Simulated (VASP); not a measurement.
Set up this calculation in VASP 6.6.1, as the native input.

* Task: single point
* Functional: LDA
* Potentials or basis: VASP PAW LDA potentials, release 64 (Sn_d, Se)
* Cutoff: 520 eV
* k mesh: 18 × 18 × 10
* Occupations: gaussian, width 0.05 eV
* Spin: no spin polarisation
* Dipole correction: no
* Further INCAR settings: ALGO = Normal; EDIFF = 1e-06; NBANDS = 20

The structure of SnSe2 (1T) lies in POSCAR:

```
SnSe2
1.0
    3.5586251061      0.0000000000      0.0000000000
   -1.7793125530      3.0818597444      0.0000000000
    0.0000000000      0.0000000000      5.1192915601
Sn Se
1 2
Direct
    0.0000000000      0.0000000000      0.0000000000
    0.3333333333      0.6666666667      0.3095179928
    0.6666666667      0.3333333333      0.6904820072
```

One way to write it, as run:

INCAR

```
SYSTEM = SnSe2
ALGO = Normal
EDIFF = 1E-6
ENCUT = 520
GGA = CA
ISIF = 2
ISMEAR = 0
LASPH = .True.
LCHARG = .False.
LREAL = .False.
LWAVE = .False.
NBANDS = 20
NELM = 100
PREC = Accurate
SIGMA = 0.05
```

KPOINTS

```
k-points
0
Gamma
  18 18 10
  0 0 0
```

Potentials or basis: VASP PAW LDA potentials, release 64 (Sn_d, Se).

Launch:

```sh
$ cat potpaw_LDA.64/Sn_d/POTCAR potpaw_LDA.64/Se/POTCAR > POTCAR
$ mpirun -np 1 vasp_std > vasp.out
```

It gave:

The pressure is 25.5 GPa. The largest force is 0.022 eV/Å and the band gap on the k mesh is zero (band 13 reaches 9.40 eV, above the bottom of band 14 at 7.66 eV).

Caveat: spin-orbit coupling is left out, which moves the levels of the heavy elements.

Run time: 3.5 min on 1 thread of Intel(R) Xeon(R) Platinum 8488C (Sapphire Rapids), on a shared host, peak memory 0.43 GiB.
